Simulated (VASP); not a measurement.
Here is a VASP 6.6.1 calculation.

The input INCAR:

```
SYSTEM = CuO
PREC = Accurate
ENCUT = 520
EDIFF = 1E-6
ISMEAR = -1
SIGMA = 0.05
LREAL = .FALSE.
LASPH = .TRUE.
NELM = 100
ALGO = Normal
ISIF = 2
LWAVE = .FALSE.
LCHARG = .FALSE.
GGA = PE
NBANDS = 25
```

File KPOINTS:

```
Automatic mesh
0
G
  9 9 5
  0 0 0
```

Contents of POSCAR:

```
CuO
1.0
    1.9776053960     -2.1390962088      0.0000000000
    1.9776053960      2.1390962088      0.0000000000
    0.0000000000      0.0000000000      5.1213234137
Cu O
2 2
Direct
    0.5000000000      0.0000000000      0.0000000000
    0.0000000000      0.5000000000      0.5000000000
    0.5000000000      0.5000000000      0.2500000000
    0.5000000000      0.5000000000      0.7500000000
```

Potentials or basis: VASP PAW PBE potentials, release 64 (Cu, O).

The run is started by

```console
$ cat potpaw_PBE.64/Cu/POTCAR potpaw_PBE.64/O/POTCAR > POTCAR
$ mpirun -np 1 vasp_std > vasp.out
```

Q: Estimate the band gap on the k mesh.

A: Zero (band 17 reaches 5.76 eV, above the bottom of band 18 at 4.88 eV).

Q: Estimate the pressure.

A: 5.6 GPa.

Stress tensor (GPa, compression positive):
```
5.44 0.00 0.00
0.00 4.79 0.00
0.00 0.00 6.44
```

Caveat: semilocal functionals often make such compounds metallic where correlation or magnetic order opens a gap, which also shifts bond lengths.
